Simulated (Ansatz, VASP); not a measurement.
**One calculation of BePd, two programs**

```
CELL_PARAMETERS angstrom
2.81300 0.00000 0.00000
0.00000 2.81300 0.00000
0.00000 0.00000 2.84113
ATOMIC_POSITIONS crystal
Be 0.00000 0.00000 0.00000
Pd 0.50000 0.50000 0.50000
```

Change from the starting cell: zz strain of +1 %, crystal datasets.

Alike in both runs: task electric field gradients; functional LDA; k mesh 12 × 12 × 12; occupations fermi-dirac, width 0.08 eV; no spin polarisation.

```csv
,VASP,Ansatz
version,VASP 6.6.1,Ansatz 0.2.0
potentials or method,"VASP PAW LDA potentials, release 64 (Be, Pd), cutoff 520 eV","all-electron PAW with datasets made for the crystal, scalar-relativistic"
```

Ansatz gave:

```
pressure (GPa)                                                : -9.6
traceless stress, the component that is largest in VASP (GPa) : -0.26
size of Vzz on the site where it differs most (V/Å²)          : 3.4
```

**Question.** Estimate VASP's values.

**Answer.** Pressure (GPa): -9.0; traceless stress, the component that is largest in VASP (GPa): -0.27; size of Vzz on the site where it differs most (V/Å²): 4.7.

LDA's correlation is that of Perdew and Zunger in VASP and of Perdew and Wang (1992) in Ansatz. Ansatz ran all-electron here, and VASP with PAW potentials.
